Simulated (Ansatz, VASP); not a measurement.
**One calculation of Sn, two programs**

POSCAR

```
Sn
1.0
   -1.9196550853      1.8629165113      1.8912857983
    1.9196550853     -1.8629165113      1.8912857983
    1.9196550853      1.8629165113     -1.8912857983
Sn
1
Direct
    0.0000000000      0.0000000000      0.0000000000
```

File INCAR.step1:

```
SYSTEM = Sn
PREC = Accurate ; ENCUT = 520
ISMEAR = 0 ; SIGMA = 0.15
LREAL = .False. ; LASPH = .True.
NELM = 60 ; NBANDS = 13
GGA = PE ; ALGO = Normal
EDIFF = 1E-4 ; LWAVE = .True.
LCHARG = .False.
```

INCAR.step2

```
SYSTEM = Sn
PREC = Accurate ; ENCUT = 520
EDIFF = 1E-6 ; ISMEAR = 0
SIGMA = 0.15 ; LREAL = .False.
LASPH = .True. ; NELM = 60
ALGO = Normal ; ISIF = 2
LWAVE = .False. ; LCHARG = .False.
METAGGA = R2SCAN ; LMIXTAU = .True.
NBANDS = 13 ; ISTART = 1
```

File KPOINTS:

```
Automatic mesh
0
Gamma
  22 22 22
  0 0 0
```

Input for Ansatz:

```yaml
crystal:
  lattice:
    - [-1.9196550853, 1.8629165113, 1.8912857983]
    - [1.9196550853, -1.8629165113, 1.8912857983]
    - [1.9196550853, 1.8629165113, -1.8912857983]
  atoms:
    - { symbol: Sn, position: [0.0, 0.0, 0.0] }
basis:
  ecutwfc: 500
kpoints:
  mp_grid: { grid: [22, 22, 22] }
hamiltonian:
  xc: r2scan
scf:
  occupations: { method: gaussian, width: 0.15 }
output:
  forces: true
  stress: true
  eigenvalues: true
  write_density: true
  write_potential: true
  elf: true
  volumetric_format: npy
```

Change from the starting cell: strain +0.0150 x Voigt [1, -1, 0, 0, 0, 0], atoms carried along.

Alike in both runs: task single point; functional r2SCAN; k mesh 22 × 22 × 22; occupations gaussian, width 0.15 eV; no spin polarisation.

```csv
,VASP,Ansatz
version,VASP 6.6.1,Ansatz 0.2.0
potentials or method,"VASP PAW PBE potentials, release 64 (Sn_d), cutoff 520 eV","scalar-relativistic, plane waves, PAW"
valence electrons in the cell,14,14
```

|  | VASP | Ansatz | Ansatz less VASP |
| --- | --- | --- | --- |
| gap on the k mesh at the Fermi level (eV) | none | none | - |
| pressure (GPa) | -0.3 | -0.3 | -0.01 |
| traceless stress, the component that is largest in VASP (GPa) | -0.23 | -0.23 | -0.001 |

VASP's potentials were made for PBE, not for r2SCAN. A gap of «none» marks a metal or a gap that the smearing closes.
